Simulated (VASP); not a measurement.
# Sb (P6_3/mmc) in VASP: a series of runs

Sb is run at these levels: PBEsol; tasks: single point.

Everything below comes from runs of VASP 6.6.1. Logs are shortened: lines on timing, memory, paths and dates and some standing lists are left out, and cuts for length are marked.

## Step 1: The cell of the first run

Symmetry: P6_3/mmc, No. 194, hexagonal system. The conventional cell has a = 3.335 Å, b = 3.335 Å, c = 5.330 Å, α = 90.00°, β = 90.00°, γ = 120.00°. Within 4.3 Å of Sb (site symmetry -6m2) lie 12 Sb at 3.29 to 3.34 Å.

This isn't the form of Sb at room conditions, which is rhombohedral.

## Step 2: Single point, PBEsol (equal xx and yy strain of -1 %)

The input, INCAR:

```
PREC = Accurate ; ENCUT = 520
EDIFF = 1E-7 ; ISMEAR = -1
SIGMA = 0.05 ; LREAL = F
LASPH = T ; NELM = 60
ALGO = Normal ; ISIF = 2
LWAVE = F ; LCHARG = F
GGA = PS ; NBANDS = 12
```

The input, KPOINTS:

```
regular mesh
0
Gamma
  12 12 7
```

The input, POSCAR:

```
Sb
1.0
    3.3353101777      0.0000000000      0.0000000000
   -1.6676550889      2.8884633434      0.0000000000
    0.0000000000      0.0000000000      5.3300000000
Sb
2
Direct
    0.3333333333      0.6666666667      0.2500000000
    0.6666666667      0.3333333333      0.7500000000
```

Potentials or basis: VASP PAW PBE potentials, release 64 (Sb).

Run with:

```
cat potpaw_PBE.64/Sb/POTCAR > POTCAR
mpirun -np 1 vasp_std > vasp.out
```

OUTCAR:

```text
PREC = Accurate
   ENCUT = 520
   EDIFF = 1E-7
   ISMEAR = -1
   LREAL = F
   LASPH = T
   NELM = 60
   ISIF = 2
   GGA = PS

 ion  position               nearest neighbor table
   1  0.333  0.667  0.250-   2 3.29   2 3.29   2 3.29   2 3.29   2 3.29   2 3.29
   2  0.667  0.333  0.750-   1 3.29   1 3.29   1 3.29   1 3.29   1 3.29   1 3.29

  LATTYP: Found a hexagonal cell.
 ALAT       =     3.3353101777
 C/A-ratio  =     1.5980522698

  Lattice vectors:

 A1 = (   3.3353101777,   0.0000000000,   0.0000000000)
 A2 = (  -1.6676550889,   2.8884633434,   0.0000000000)
 A3 = (   0.0000000000,   0.0000000000,   5.3300000000)

Analysis of symmetry for initial positions (statically):
=====================================================================
 Subroutine PRICEL returns:
 Original cell was already a primitive cell.

 Routine SETGRP: Setting up the symmetry group for a
 hexagonal supercell.

 Subroutine GETGRP returns: Found 24 space group operations
 (whereof 12 operations were pure point group operations)
 out of a pool of 24 trial point group operations.

The static configuration has the point symmetry D_3d.
 The point group associated with its full space group is D_6h.

Analysis of symmetry for dynamics (positions and initial velocities):
=====================================================================
 Subroutine PRICEL returns:
 Original cell was already a primitive cell.

 Routine SETGRP: Setting up the symmetry group for a
 hexagonal supercell.

 Subroutine GETGRP returns: Found 24 space group operations
 (whereof 12 operations were pure point group operations)
 out of a pool of 24 trial point group operations.

The dynamic configuration has the point symmetry D_3d.
 The point group associated with its full space group is D_6h.

 Subroutine INISYM returns: Found 24 space group operations
 (whereof 12 operations are pure point group operations),
 and found     1 'primitive' translations

----------------------------------------------------------------------------------------

                                     Primitive cell

  volume of cell :      51.3488

  direct lattice vectors                    reciprocal lattice vectors
     3.335310178  0.000000000  0.000000000     0.299822189  0.173102422  0.000000000
    -1.667655089  2.888463343  0.000000000     0.000000000  0.346204844  0.000000000
     0.000000000  0.000000000  5.330000000     0.000000000  0.000000000  0.187617261

  length of vectors
     3.335310178  3.335310178  5.330000000     0.346204844  0.346204844  0.187617261

  position of ions in fractional coordinates (direct lattice)
     0.333333333  0.666666667  0.250000000
     0.666666667  0.333333333  0.750000000

  ion indices of the primitive-cell ions
   primitive index   ion index
                 1           1
                 2           2

----------------------------------------------------------------------------------------

 KPOINTS: regular mesh

Automatic generation of k-mesh.
 Grid dimensions read from file:
 generate k-points for:   12   12    7

 Generating k-lattice:

  Cartesian coordinates                     Fractional coordinates (reciprocal lattice)
     0.024985182  0.014425202  0.000000000     0.083333333 -0.000000000  0.000000000
     0.000000000  0.028850404  0.000000000     0.000000000  0.083333333  0.000000000
     0.000000000  0.000000000  0.026802466     0.000000000  0.000000000  0.142857143

  Length of vectors
     0.028850404  0.028850404  0.026802466

  Shift w.r.t. Gamma in fractional coordinates (k-lattice)
     0.000000000  0.000000000  0.000000000

 Subroutine IBZKPT returns following result:
 ===========================================

 Found     76 irreducible k-points:

 Following reciprocal coordinates:
            Coordinates               Weight
  0.000000  0.000000  0.000000      1.000000
  0.083333  0.000000  0.000000      6.000000
  0.166667  0.000000  0.000000      6.000000
  0.250000  0.000000  0.000000      6.000000
  0.333333  0.000000  0.000000      6.000000
  0.416667  0.000000  0.000000      6.000000
[... 16 lines left out ...]
  0.250000  0.000000  0.142857     12.000000
  0.333333  0.000000  0.142857     12.000000
 [... further k-points ...]
   k-points           NKPTS =     76   k-points in BZ     NKDIM =     76   number of bands    NBANDS=     12
   number of dos      NEDOS =    301   number of ions     NIONS =      2
   total plane-waves  NPLWV =  31360
   dimension x,y,z NGX =    28 NGY =   28 NGZ =   40
   dimension x,y,z NGXF=    56 NGYF=   56 NGZF=   80
   ions per type =               2
   NGX,Y,Z   is equivalent  to a cutoff of  13.96, 13.96, 12.48 a.u.
   NGXF,Y,Z  is equivalent  to a cutoff of  27.91, 27.91, 24.95 a.u.
 SYSTEM =  unknown system
   PREC   = accura    normal or accurate (medium, high low for compatibility)
   ISTART =      0    job   : 0-new  1-cont  2-samecut
   ICHARG =      2    charge: 1-file 2-atom 10-const
   ISPIN  =      1    spin polarized calculation?
   LNONCOLLINEAR =      F non collinear calculations
   LSORBIT =      F    spin-orbit coupling
   LASPH  =      T    aspherical Exc in radial PAW
   ENCUT  =  520.0 eV  38.22 Ry    6.18 a.u.   6.20  6.20  9.91*2*pi/ulx,y,z
   NELM   =     60;   NELMIN=  2; NELMDL= -5     # of ELM steps
   EDIFF  = 0.1E-06   stopping-criterion for ELM
   LREAL  =      F    real-space projection
   EDIFFG = 0.1E-05   stopping-criterion for IOM
   NSW    =      0    number of steps for IOM
   IBRION =     -1    ionic relax: 0-MD 1-quasi-New 2-CG
   NFREE  =      0    steps in history (QN), initial steepest desc. (CG)
   ISIF   =      2    stress and relaxation
   ISYM   =      2    0-nonsym 1-usesym 2-fastsym
   POTIM  = 0.5000    time-step for ionic-motion
   TEBEG  =    0.0;   TEEND  =   0.0 temperature during run
   PSTRESS=    0.0 pullay stress
   NELECT =      10.0000    total number of electrons
   NUPDOWN=      -1.0000    fix difference up-down
   EMIN   =  10.00;   EMAX   =-10.00  energy-range for DOS
   EFERMI =   0.00;   METHOD = LEGACY
   ISMEAR =    -1;   SIGMA  =   0.05  broadening in eV -4-tet -1-fermi 0-gaus
   EFERMI_NEDOS =   21; number of points for ismear=-14 and -15
   IALGO  =     38    algorithm
   IMIX   =      4    mixing-type and parameters
     AMIX     =   0.40;   BMIX     =  1.00
     AMIX_MAG =   1.60;   BMIX_MAG =  1.00
  volume/ion in A,a.u.               =      25.67       173.26
  Fermi-wavevector in a.u.,A,eV,Ry     =   0.948924  1.793206 12.251456  0.900457
  Thomas-Fermi vector in A             =   2.077158
   LORBIT       =      0    0 simple, 1 ext, 2 COOP (PROOUT), +10 PAW based schemes
   GGA     = PS    functional components
   LHFCALC =     F    Hartree Fock is set to
   AEXX    =    0.0000 exact exchange contribution
   IVDW    =     0    specifies the selected vdW correction
   LEPSILON=     F    determine dielectric tensor
   LRPA    =     F    only Hartree local field effects (RPA)
 non-spin polarized calculation
  energy-cutoff  :      520.00
  volume of cell :       51.35
 maximum number of plane-waves:      1406
 NGX is ok and might be reduce to    28
   NGX = 13   NGY = 13   NGZ = 19

 number of electron      10.0000000 magnetization

 Free energy of the ion-electron system (eV)
  ---------------------------------------------------
  ext. energy  EPLUGINS =         0.00000000
  ---------------------------------------------------
  free energy    TOTEN  =        -8.67494330 eV

  energy without entropy =       -8.66317412  energy(sigma->0) =       -8.66905871

 E-fermi :   9.0362     XC(G=0): -10.5388

 val. band max:        9.0274313353   @ k =   0.4167   0.0833   0.4286
 cond. band min:       9.0549558419   @ k =   0.4167   0.0833   0.0000
 fundamental gap:      0.0275245067
 Fermi energy:         9.0362196817

 k-point     1 :       0.0000    0.0000    0.0000
  band No.  band energies     occupation
      1      -4.3121      2.00000
      2      -0.0603      2.00000
      3       2.9101      2.00000
      4      12.5544      0.00000
      5      12.5544      0.00000
      6      14.3581      0.00000
      7      14.3581      0.00000
      8      15.1125      0.00000
      9      16.6559      0.00000
     10      17.9196      0.00000
     11      19.0750      0.00000
     12      19.0750      0.00000

 k-point     2 :       0.0833    0.0000    0.0000
  band No.  band energies     occupation
      1      -4.1865      2.00000
      2       0.0493      2.00000
      3       3.0415      2.00000
      4      11.3003      0.00000
      5      12.0705      0.00000
      6      13.7124      0.00000
      7      14.5098      0.00000
      8      14.9123      0.00000
      9      17.0222      0.00000
     10      17.7845      0.00000
     11      19.0778      0.00000
     12      19.4801      0.00000

 k-point     3 :       0.1667    0.0000    0.0000
  band No.  band energies     occupation
      1      -3.8108      2.00000
      2       0.3700      2.00000
      3       3.4325      2.00000
      4       9.1142      0.34719
      5      11.1995      0.00000
      6      12.2181      0.00000
      7      14.1457      0.00000
      8      14.3748      0.00000
      9      15.7041      0.00000
     10      18.2565      0.00000
     11      18.8427      0.00000
     12      19.6006      0.00000
[... 286 lines left out ...]
 k-point    23 :       0.2500    0.0000    0.1429
  band No.  band energies     occupation
      1      -3.0822      2.00000
      2       0.3475      2.00000
      3       4.7369      2.00000
      4       7.1260      2.00000
      5       9.9307      0.00000
      6      10.4929      0.00000
      7      12.8648      0.00000
      8      13.5616      0.00000
      9      14.7783      0.00000
     10      16.8918      0.00000
     11      17.8447      0.00000
     12      19.4039      0.00000

 k-point    24 :       0.3333    0.0000    0.1429
  band No.  band energies     occupation
      1      -2.2360      2.00000
      2       0.9720      2.00000
      3       4.7396      2.00000
      4       6.0865      2.00000
      5       8.0269      2.00000
      6       9.8630      0.00000
      7      11.6087      0.00000
      8      13.0356      0.00000
      9      14.0151      0.00000
     10      16.3022      0.00000
     11      18.0056      0.00000
     12      18.9905      0.00000

 [... further k-points ...]

------------------------ aborting loop because EDIFF is reached ----------------------------------------

  FORCE on cell =-STRESS in cart. coord.  units (eV):
  Direction    XX          YY          ZZ          XY          YZ          ZX
  --------------------------------------------------------------------------------------
  -------------------------------------------------------------------------------------
  Total        0.5343200      0.5343200      0.1500460     -0.0000000      0.0000000      0.0000000
  in kB       16.6717691     16.6717691      4.6817129     -0.0000000      0.0000000      0.0000000
  external PRESSURE =      12.6750837 kB  Pullay stress =       0.0000000 kB

 VOLUME and BASIS-vectors are now :
 -----------------------------------------------------------------------------
  energy-cutoff  :      520.00
  volume of cell :       51.35
      direct lattice vectors                 reciprocal lattice vectors
     3.335310178  0.000000000  0.000000000     0.299822189  0.173102422  0.000000000
    -1.667655089  2.888463343  0.000000000     0.000000000  0.346204844  0.000000000
     0.000000000  0.000000000  5.330000000     0.000000000  0.000000000  0.187617261

 POSITION                                       TOTAL-FORCE (eV/Angst)
 -----------------------------------------------------------------------------------
     -0.00000      1.92564      1.33250        -0.000000      0.000000      0.000000
      1.66766      0.96282      3.99750         0.000000     -0.000000      0.000000
 -----------------------------------------------------------------------------------
    total drift:                               -0.000000      0.000000     -0.000000

  FREE ENERGIE OF THE ION-ELECTRON SYSTEM (eV)
  ---------------------------------------------------
  free  energy   TOTEN  =        -8.6749433012 eV

  energy  without entropy=       -8.6631741242  energy(sigma->0) =       -8.66905871
```

Wall time 59 s (1 thread of Intel Xeon 8259CL, shared host); peak memory 0.2 GiB.

What came out:

* Free energy: -8.6749 eV
* Pressure: 1.3 GPa
* Band gap on the k mesh: zero (bands 5 and 6 overlap by 7.28 eV)

Levels at points of the mesh, in eV from the Fermi level:
| k point | band 1 | band 2 | band 3 | band 4 | band 5 | band 6 | band 7 | band 8 | band 9 | band 10 |
| --- | --- | --- | --- | --- | --- | --- | --- | --- | --- | --- |
| (0.00, 0.00, 0.00) | -13.35 | -9.10 | -6.13 | 3.52 | 3.52 | 5.32 | 5.32 | 6.08 | 7.62 | 8.88 |
| (0.50, 0.00, 0.00) | -9.64 | -8.26 | -4.34 | -3.05 | -2.47 | -0.25 | 0.18 | 3.86 | 4.27 | 7.56 |

Caveat: the cell differs from its parent crystal (equal xx and yy strain of -1 %); the PAW data sets were made with another functional, which shifts forces and pressure a little; spin-orbit coupling is left out, which moves the levels of the heavy elements.

## Step 3: Single point, PBEsol (zz strain of +2 %)

The input, INCAR:

```
  ALGO = Normal
  EDIFF = 1E-6
  ENCUT = 520
  GGA = PS
  ISIF = 2
  ISMEAR = -1
  LASPH = T
  LCHARG = T
  LELF = T
  LREAL = F
  LVHAR = T
  LWAVE = F
  NBANDS = 12
  NELM = 80
  PREC = Accurate
  SIGMA = 0.05
```

The input, KPOINTS:

```
k-points
0
Gamma
  12 12 7
```

The input, POSCAR:

```
Sb
1.0
    3.3690001795      0.0000000000      0.0000000000
   -1.6845000898      2.9176397408      0.0000000000
    0.0000000000      0.0000000000      5.4366000000
Sb
2
Direct
    0.3333333333      0.6666666667      0.2500000000
    0.6666666667      0.3333333333      0.7500000000
```

Potentials or basis: VASP PAW PBE potentials, release 64 (Sb).

Run with:

```
cat potpaw_PBE.64/Sb/POTCAR > POTCAR
mpirun -np 1 vasp_std > vasp.out
```

It took 50 s on 1 thread of Intel Xeon 8259CL, shared host; peak memory 0.2 GiB.

The run converged. Its results:

```yaml
Free_energy: -8.6708 eV
Pressure: -1.5 GPa
Band_gap_on_the_k_mesh: zero (bands 5 and 6 overlap by 7.02 eV)
```

Stress tensor (GPa, compression positive):
```
-1.14  0.00  0.00
 0.00 -1.14  0.00
 0.00  0.00 -2.09
```

Levels at points of the mesh, in eV from the Fermi level:
| k point | band 3 | band 4 | band 5 | band 6 | band 7 | band 8 |
| --- | --- | --- | --- | --- | --- | --- |
| (0.00, 0.00, 0.00) | -5.88 | 3.46 | 3.46 | 5.13 | 5.13 | 5.61 |
| (0.50, 0.00, 0.00) | -4.32 | -3.02 | -2.33 | -0.18 | 0.26 | 3.66 |

Caveat: the cell differs from its parent crystal (zz strain of +2 %); the PAW data sets were made with another functional, which shifts forces and pressure a little; spin-orbit coupling is left out, which moves the levels of the heavy elements.

## Step 4: Single point, PBEsol (26.72 Å³/atom)

This run uses another cell than the first one, of 26.72 Å³/atom.

The input, INCAR:

```
SYSTEM = Sb
ALGO = Normal
EDIFF = 1E-7
ENCUT = 520
GGA = PS
ISIF = 2
ISMEAR = -1
LASPH = .True.
LCHARG = .True.
LELF = .True.
LREAL = .False.
LVHAR = .True.
LWAVE = .False.
NBANDS = 12
NELM = 100
PREC = Accurate
SIGMA = 0.05
```

The input, KPOINTS:

```
k-points
0
Gamma
  12 12 7
  0 0 0
```

The input, POSCAR:

```
Sb
1.0
    3.3913120892      0.0000000000      0.0000000000
   -1.6956560446      2.9369624214      0.0000000000
    0.0000000000      0.0000000000      5.3652990420
Sb
2
Direct
    0.3333333333      0.6666666667      0.2500000000
    0.6666666667      0.3333333333      0.7500000000
```

Potentials or basis: VASP PAW PBE potentials, release 64 (Sb).

Run with:

```
cat potpaw_PBE.64/Sb/POTCAR > POTCAR
mpirun -np 1 vasp_std > vasp.out
```

OUTCAR:

```text
SYSTEM = Sb
   EDIFF = 1E-7
   ENCUT = 520
   GGA = PS
   ISIF = 2
   ISMEAR = -1
   LASPH = .True.
   LREAL = .False.
   NELM = 100
   PREC = Accurate

 ion  position               nearest neighbor table
   1  0.333  0.667  0.250-   2 3.32   2 3.32   2 3.32   2 3.32   2 3.32   2 3.32
   2  0.667  0.333  0.750-   1 3.32   1 3.32   1 3.32   1 3.32   1 3.32   1 3.32

  LATTYP: Found a hexagonal cell.
 ALAT       =     3.3913120892
 C/A-ratio  =     1.5820717471

  Lattice vectors:

 A1 = (   3.3913120892,   0.0000000000,   0.0000000000)
 A2 = (  -1.6956560446,   2.9369624214,   0.0000000000)
 A3 = (   0.0000000000,   0.0000000000,   5.3652990420)

Analysis of symmetry for initial positions (statically):
=====================================================================
 Subroutine PRICEL returns:
 Original cell was already a primitive cell.

 Routine SETGRP: Setting up the symmetry group for a
 hexagonal supercell.

 Subroutine GETGRP returns: Found 24 space group operations
 (whereof 12 operations were pure point group operations)
 out of a pool of 24 trial point group operations.

The static configuration has the point symmetry D_3d.
[... 177 lines left out ...]
      6      13.4862      0.00000
      7      13.4862      0.00000
      8      14.3775      0.00000
      9      15.8075      0.00000
     10      17.2752      0.00000
     11      18.3180      0.00000
     12      18.3180      0.00000
[... 331 lines left out ...]
 k-point    24 :       0.3333   -0.0000    0.1429
  band No.  band energies     occupation
      1      -2.5498      2.00000
      2       0.5059      2.00000
      3       4.3341      2.00000
      4       5.7188      2.00000
      5       7.4730      2.00000
      6       9.2179      0.00000
      7      10.9921      0.00000
      8      12.2917      0.00000
      9      13.4265      0.00000
     10      15.6452      0.00000
     11      17.4528      0.00000
     12      18.2849      0.00000

 [... further k-points ...]

------------------------ aborting loop because EDIFF is reached ----------------------------------------

  FORCE on cell =-STRESS in cart. coord.  units (eV):
  Direction    XX          YY          ZZ          XY          YZ          ZX
  --------------------------------------------------------------------------------------
  -------------------------------------------------------------------------------------
  Total       -0.3558344     -0.3558344     -0.7580669      0.0000000      0.0000000      0.0000000
  in kB      -10.6683795    -10.6683795    -22.7278329      0.0000000      0.0000000      0.0000000
  external PRESSURE =     -14.6881973 kB  Pullay stress =       0.0000000 kB

 VOLUME and BASIS-vectors are now :
 -----------------------------------------------------------------------------
  energy-cutoff  :      520.00
  volume of cell :       53.44
      direct lattice vectors                 reciprocal lattice vectors
     3.391312089  0.000000000  0.000000000     0.294871122  0.170243922  0.000000000
    -1.695656045  2.936962421  0.000000000     0.000000000  0.340487843  0.000000000
     0.000000000  0.000000000  5.365299042     0.000000000  0.000000000  0.186382901

 POSITION                                       TOTAL-FORCE (eV/Angst)
 -----------------------------------------------------------------------------------
     -0.00000      1.95797      1.34132         0.000000      0.000000      0.000000
      1.69566      0.97899      4.02397        -0.000000     -0.000000      0.000000
 -----------------------------------------------------------------------------------
    total drift:                                0.000000     -0.000000      0.000000

  FREE ENERGIE OF THE ION-ELECTRON SYSTEM (eV)
  ---------------------------------------------------
  free  energy   TOTEN  =        -8.6758024467 eV

  energy  without entropy=       -8.6655316840  energy(sigma->0) =       -8.67066707
```

Wall time 66 s (1 thread of Intel Xeon 8259CL, shared host); peak memory 0.2 GiB.

Results:

```yaml
Free_energy: -8.6758 eV
Pressure: -1.5 GPa
Band_gap_on_the_k_mesh: zero (bands 5 and 6 overlap by 6.79 eV)
```

Caveat: the PAW data sets were made with another functional, which shifts forces and pressure a little; spin-orbit coupling is left out, which moves the levels of the heavy elements.

## Step 5: The runs side by side

| cell | gap on the mesh (eV) | pressure (GPa) |
| --- | --- | --- |
| a = 3.335, b = 3.335, c = 5.330 Å, angles 90.0, 90.0, 120.0°, 2 atoms | none | 1.3 |
| a = 3.369, b = 3.369, c = 5.437 Å, angles 90.0, 90.0, 120.0°, 2 atoms | none | -1.5 |
| a = 3.391, b = 3.391, c = 5.365 Å, angles 90.0, 90.0, 120.0°, 2 atoms | none | -1.5 |

Alike in all rows: task single point; level PBEsol; potentials or basis VASP PAW PBE potentials, release 64 (Sb); no spin polarisation; k mesh 12 × 12 × 7; cutoff (eV) 520; smearing fermi-dirac 0.05 eV.

Caveats: the PAW data sets were made with another functional, which shifts forces and pressure a little; spin-orbit coupling is left out, which moves the levels of the heavy elements.

Total energies depend on the potentials used, so only differences within one code and one set of settings carry meaning.

The gap in the log of VASP goes by the Fermi energy; the results here count the filled bands.